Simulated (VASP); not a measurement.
## Tc3Os: single point with LDA

The system is Tc3Os.

```
Tc Os
1.0
     2.71380    0.00000    0.00000
    -1.35690    2.35022    0.00000
     0.00000    0.00000    8.62614
Tc Os
3 1
Direct
  0.66667 0.33333 0.50000
  0.33333 0.66667 0.24919
  0.33333 0.66667 0.75081
  0.66667 0.33333 0.00000
```

```
Program             : VASP 6.6.1
Task                : single point
Functional          : LDA
Potentials or basis : VASP PAW LDA potentials, release 64 (Tc_pv, Os)
Cutoff              : 520 eV
k mesh              : 9 × 9 × 3
Occupations         : gaussian, width 0.1 eV
Spin                : no spin polarisation
```

```json
{
 "Pressure": "0.4 GPa",
 "Largest force": "0.042 eV/Å"
}
```

Forces on the atoms (eV/Å):
```
Tc   0.000  0.000  0.000
Tc   0.000  0.000  0.042
Tc   0.000  0.000 -0.042
Os   0.000  0.000  0.000
```

Stress tensor (GPa, compression positive):
```
 0.96  0.00  0.00
 0.00  0.96  0.00
 0.00  0.00 -0.66
```

Levels at points of the mesh, in eV from the Fermi level:
| k point | band 21 | band 22 | band 23 | band 24 | band 25 | band 26 | band 27 | band 28 |
| --- | --- | --- | --- | --- | --- | --- | --- | --- |
| (0.00, 0.00, 0.00) | -1.73 | -1.68 | -1.07 | -1.07 | -0.53 | -0.53 | 1.54 | 1.70 |

Wall time 24 s on 1 thread of AMD EPYC 9R45 96-Core Processor (Zen 5) (shared host), peak memory 0.14 GiB.

Caveat: spin-orbit coupling is left out, which moves the levels of the heavy elements.
